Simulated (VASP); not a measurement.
# Al5Si3 in VASP: single point with r2SCAN

Aim: the single point of Al5Si3 with r2SCAN.

Everything below comes from runs of VASP 6.6.1. Logs are shortened: lines on timing, memory, paths and dates and some standing lists are left out, and cuts for length are marked.

### Step 1. The cell of the first run

The typed cell holds 16 atoms: a = 7.415 Å, b = 7.415 Å, c = 5.165 Å, α = 90.00°, β = 90.00°, γ = 120.00°.

### Step 2. Single point, r2SCAN

POSCAR

```
Al5Si3
1.0
    7.4154060000      0.0000000000      0.0000000000
   -3.7077030000      6.4219320000      0.0000000000
    0.0000000000      0.0000000000      5.1650030000
Al Si
10 6
Direct
    0.2500000000      0.0000000000      0.2500000000
    0.2500000000      0.2500000000      0.7500000000
    0.0000000000      0.2500000000      0.2500000000
    0.7500000000      0.0000000000      0.7500000000
    0.7500000000      0.7500000000      0.2500000000
    0.0000000000      0.7500000000      0.7500000000
    0.3333000000      0.6667000000      0.0000000000
    0.6666000000      0.3333000000      0.5000000000
    0.6667000000      0.3333000000      0.0000000000
    0.3334000000      0.6667000000      0.5000000000
    0.6100000000      0.0000000000      0.2500000000
    0.6100000000      0.6100000000      0.7500000000
    0.0000000000      0.6100000000      0.2500000000
    0.3900000000      0.0000000000      0.7500000000
    0.3900000000      0.3900000000      0.2500000000
    0.0000000000      0.3900000000      0.7500000000
```

INCAR.step1

```
SYSTEM = Al5Si3
  ALGO = Normal
  EDIFF = 1E-4
  ENCUT = 520
  GGA = PE
  ISMEAR = 1
  LASPH = .TRUE.
  LCHARG = .FALSE.
  LREAL = Auto
  LWAVE = .TRUE.
  NBANDS = 41
  NELM = 80
  PREC = Accurate
  SIGMA = 0.0117
```

INCAR.step2

```
SYSTEM = Al5Si3
  ALGO = Normal
  EDIFF = 1E-6
  ENCUT = 520
  ISIF = 2
  ISMEAR = 1
  ISTART = 1
  LASPH = .TRUE.
  LCHARG = .FALSE.
  LMIXTAU = .TRUE.
  LREAL = Auto
  LWAVE = .FALSE.
  METAGGA = R2SCAN
  NBANDS = 41
  NELM = 80
  PREC = Accurate
  SIGMA = 0.0117
```

KPOINTS

```
k-points
0
G
  4 4 5
  0 0 0
```

Potentials or basis: VASP PAW PBE potentials, release 64 (Al, Si).

Launch:

```console
$ cat potpaw_PBE.64/Al/POTCAR potpaw_PBE.64/Si/POTCAR > POTCAR
$ cp INCAR.step1 INCAR
$ mpirun -np 1 vasp_std > vasp.out
$ cp INCAR.step2 INCAR
$ mpirun -np 1 vasp_std > vasp.out
```

OUTCAR:

```text
SYSTEM = Al5Si3
   EDIFF = 1E-6
   ENCUT = 520
   ISIF = 2
   ISMEAR = 1
   ISTART = 1
   LASPH = .TRUE.
   LREAL = Auto
   METAGGA = R2SCAN
   NELM = 80
   PREC = Accurate

 ion  position               nearest neighbor table
   1  0.250  0.000  0.250-  13 2.54  15 2.54  11 2.67  14 2.78  14 2.78   8 3.11   7 3.11  10 3.11
                             9 3.11   6 3.18   2 3.18   6 3.18   2 3.18   3 3.21   5 3.21
   2  0.250  0.250  0.750-  16 2.54  14 2.54  12 2.67  15 2.78  15 2.78   8 3.11  10 3.11   9 3.11
                             7 3.11   3 3.18   3 3.18   1 3.18   1 3.18   4 3.21   6 3.21
   3  0.000  0.250  0.250-  15 2.54  11 2.54  13 2.67  16 2.78  16 2.78   9 3.11   7 3.11   8 3.11
                            10 3.11   2 3.18   2 3.18   4 3.18   4 3.18   1 3.21   5 3.21
   4  0.750  0.000  0.750-  12 2.54  16 2.54  14 2.67  11 2.78  11 2.78  10 3.11   9 3.11   8 3.11
                             7 3.11   5 3.18   3 3.18   5 3.18   3 3.18   6 3.21   2 3.21
   5  0.750  0.750  0.250-  13 2.54  11 2.54  15 2.67  12 2.78  12 2.78  10 3.11   8 3.11   7 3.11
                             9 3.11   6 3.18   6 3.18   4 3.18   4 3.18   1 3.21   3 3.21
   6  0.000  0.750  0.750-  12 2.54  14 2.54  16 2.67  13 2.78  13 2.78   7 3.11   9 3.11  10 3.11
                             8 3.11   5 3.18   5 3.18   1 3.18   1 3.18   4 3.21   2 3.21
   7  0.333  0.667  0.000-  10 2.58  10 2.58  13 2.63  14 2.63  16 2.63  11 2.63  12 2.63  15 2.63
                             6 3.11   1 3.11   4 3.11   3 3.11   5 3.11   2 3.11
   8  0.667  0.333  0.500-   9 2.58   9 2.58  15 2.63  14 2.63  12 2.63  11 2.63  16 2.63  13 2.63
                             2 3.11   1 3.11   4 3.11   5 3.11   3 3.11   6 3.11
   9  0.667  0.333  0.000-   8 2.58   8 2.58  16 2.63  11 2.63  13 2.63  14 2.63  15 2.63  12 2.63
                             3 3.11   4 3.11   1 3.11   6 3.11   2 3.11   5 3.11
  10  0.333  0.667  0.500-   7 2.58   7 2.58  12 2.63  11 2.63  15 2.63  14 2.63  13 2.63  16 2.63
                             5 3.11   4 3.11   1 3.11   2 3.11   6 3.11   3 3.11
  11  0.610  0.000  0.250-   3 2.54   5 2.54   9 2.63  10 2.63   7 2.63   8 2.63   1 2.67   4 2.78
                             4 2.78  14 3.05  14 3.05
  12  0.610  0.610  0.750-   6 2.54   4 2.54  10 2.63   8 2.63   7 2.63   9 2.63   2 2.67   5 2.78
                             5 2.78  15 3.05  15 3.05
  13  0.000  0.610  0.250-   5 2.54   1 2.54   7 2.63   9 2.63  10 2.63   8 2.63   3 2.67   6 2.78
                             6 2.78  16 3.05  16 3.05
  14  0.390  0.000  0.750-   2 2.54   6 2.54   7 2.63   8 2.63   9 2.63  10 2.63   4 2.67   1 2.78
                             1 2.78  11 3.05  11 3.05
  15  0.390  0.390  0.250-   3 2.54   1 2.54   8 2.63  10 2.63   9 2.63   7 2.63   5 2.67   2 2.78
                             2 2.78  12 3.05  12 3.05
  16  0.000  0.390  0.750-   2 2.54   4 2.54   9 2.63   7 2.63   8 2.63  10 2.63   6 2.67   3 2.78
                             3 2.78  13 3.05  13 3.05

  LATTYP: Found a hexagonal cell.
 ALAT       =     7.4154060000
 C/A-ratio  =     0.6965232922

  Lattice vectors:

 A1 = (   7.4154060000,   0.0000000000,   0.0000000000)
 A2 = (  -3.7077030000,   6.4219320000,   0.0000000000)
 A3 = (   0.0000000000,   0.0000000000,   5.1650030000)

Analysis of symmetry for initial positions (statically):
=====================================================================
 Subroutine PRICEL returns:
 Original cell was already a primitive cell.
[... 175 lines left out ...]
  Thomas-Fermi vector in A             =   2.119069
   LORBIT       =      0    0 simple, 1 ext, 2 COOP (PROOUT), +10 PAW based schemes
   METAGGA = R2SCAN    functional components
   LHFCALC =     F    Hartree Fock is set to
   AEXX    =    0.0000 exact exchange contribution
   IVDW    =     0    specifies the selected vdW correction
   LEPSILON=     F    determine dielectric tensor
   LRPA    =     F    only Hartree local field effects (RPA)
 non-spin polarized calculation
 Methfessel and Paxton  Order N= 1 SIGMA  =   0.01
  energy-cutoff  :      520.00
  volume of cell :      245.96
 maximum number of plane-waves:      6650
   NGX = 27   NGY = 27   NGZ = 19

 number of electron      53.9999998 magnetization

 Free energy of the ion-electron system (eV)
  ---------------------------------------------------
  ext. energy  EPLUGINS =         0.00000000
  ---------------------------------------------------
  free energy    TOTEN  =      -115.65791539 eV

  energy without entropy =     -115.65737000  energy(sigma->0) =     -115.65773360

 E-fermi :   9.1170     XC(G=0): -11.3262

 val. band max:        9.1083496914   @ k =   0.0000   0.0000   0.4000
 cond. band min:       9.1185118308   @ k =   0.0000   0.5000   0.2000
 fundamental gap:      0.0101621394
 Fermi energy:         9.1169747464

 k-point     1 :       0.0000    0.0000    0.0000
  band No.  band energies     occupation
      1      -4.6889      2.00000
      2      -1.7644      2.00000
      3      -1.7642      2.00000
      4      -0.7533      2.00000
      5      -0.7356      2.00000
      6      -0.7352      2.00000
[... 997 lines left out ...]
     38      12.7661      0.00000
     39      12.8483      0.00000

 [... further k-points ...]

 [bands above 39 left out]

------------------------ aborting loop because EDIFF is reached ----------------------------------------

  FORCE on cell =-STRESS in cart. coord.  units (eV):
  Direction    XX          YY          ZZ          XY          YZ          ZX
  --------------------------------------------------------------------------------------
  -------------------------------------------------------------------------------------
  Total        0.8542752      0.8567799      8.1953528      0.0000000      0.0008144      0.0000000
  in kB        5.5646414      5.5809565     53.3834974      0.0000000      0.0053046      0.0000000
  external PRESSURE =      21.5096985 kB  Pullay stress =       0.0000000 kB

 VOLUME and BASIS-vectors are now :
 -----------------------------------------------------------------------------
  energy-cutoff  :      520.00
  volume of cell :      245.96
      direct lattice vectors                 reciprocal lattice vectors
     7.415406000  0.000000000  0.000000000     0.134854383  0.077858190  0.000000000
    -3.707703000  6.421932000  0.000000000     0.000000000  0.155716379  0.000000000
     0.000000000  0.000000000  5.165003000     0.000000000  0.000000000  0.193610730

 POSITION                                       TOTAL-FORCE (eV/Angst)
 -----------------------------------------------------------------------------------
      1.85385      0.00000      1.29125        -0.202890      0.000000      0.000000
      0.92693      1.60548      3.87375        -0.101762     -0.175649      0.000246
     -0.92693      1.60548      1.29125         0.101762     -0.175649      0.000246
      5.56155      0.00000      3.87375         0.202890      0.000000      0.000000
      2.78078      4.81645      1.29125         0.101762      0.175649     -0.000246
     -2.78078      4.81645      3.87375        -0.101762      0.175649     -0.000246
[... 8 lines left out ...]
      1.44600      2.50455      1.29125         0.106467      0.185406     -0.001548
     -1.44600      2.50455      3.87375        -0.106467      0.185406     -0.001548
 -----------------------------------------------------------------------------------
    total drift:                               -0.000000     -0.000000     -0.000000

  FREE ENERGIE OF THE ION-ELECTRON SYSTEM (eV)
  ---------------------------------------------------
  free  energy   TOTEN  =      -115.6579153938 eV

  energy  without entropy=     -115.6573699988  energy(sigma->0) =     -115.65773360
```

OSZICAR.step1:

```text
N       E                     dE             d eps       ncg     rms          rms(c)
DAV:   1     0.944993678108E+02    0.94499E+02   -0.20372E+04  2214   0.110E+03
DAV:   2    -0.594283826507E+02   -0.15393E+03   -0.14606E+03  2701   0.152E+02
DAV:   3    -0.677659789152E+02   -0.83376E+01   -0.80797E+01  2827   0.300E+01
DAV:   4    -0.679066916741E+02   -0.14071E+00   -0.14009E+00  2684   0.436E+00
DAV:   5    -0.679090138220E+02   -0.23221E-02   -0.23204E-02  2732   0.609E-01    0.905E+00
DAV:   6    -0.669242418964E+02    0.98477E+00   -0.22977E+00  2519   0.420E+00    0.508E+00
DAV:   7    -0.667826654408E+02    0.14158E+00   -0.32470E-01  2689   0.186E+00    0.232E+00
DAV:   8    -0.667419957100E+02    0.40670E-01   -0.36954E-02  2655   0.669E-01    0.379E-01
DAV:   9    -0.667398798319E+02    0.21159E-02   -0.32401E-03  2658   0.201E-01    0.176E-01
DAV:  10    -0.667395217123E+02    0.35812E-03   -0.89245E-04  2621   0.920E-02    0.911E-02
DAV:  11    -0.667395168723E+02    0.48400E-05   -0.49947E-05  1512   0.254E-02
   1 F= -.66739517E+02 E0= -.66739531E+02  d E =0.436360E-04
```

It took 13 min on 1 thread of Intel Xeon Platinum 8488C (Sapphire Rapids), shared host; peak memory 0.45 GiB.

Results:

* Free energy: -115.6579 eV
* Pressure: 2.2 GPa
* Largest force: 0.214 eV/Å
* Band gap on the k mesh: zero (bands 27 and 28 overlap by 0.57 eV)

Forces in eV/Å, atoms in the order of the input:
```
Al  -0.203  0.000  0.000
Al  -0.102 -0.176  0.000
Al   0.102 -0.176  0.000
Al   0.203  0.000  0.000
Al   0.102  0.176  0.000
Al  -0.102  0.176  0.000
Al   0.002 -0.001  0.000
Al   0.002  0.001  0.000
Al  -0.002  0.001  0.000
Al  -0.002 -0.001  0.000
Si  -0.213  0.000  0.000
Si  -0.106 -0.185  0.002
Si   0.106 -0.185  0.002
Si   0.213  0.000  0.000
Si   0.106  0.185 -0.002
Si  -0.106  0.185 -0.002
```

Levels at points of the mesh, in eV from the Fermi level:
```tsv
k point	band 25	band 26	band 27	band 28	band 29	band 30
(0.00, 0.00, 0.00)	-1.65	-1.23	-1.04	0.94	1.22	1.22
(0.50, 0.00, 0.00)	-1.41	-1.34	-0.60	-0.40	-0.31	-0.07
(0.00, 0.50, 0.00)	-1.41	-1.34	-0.60	-0.40	-0.31	-0.07
```

Caveat: the PAW data sets were made with another functional, which shifts forces and pressure a little.
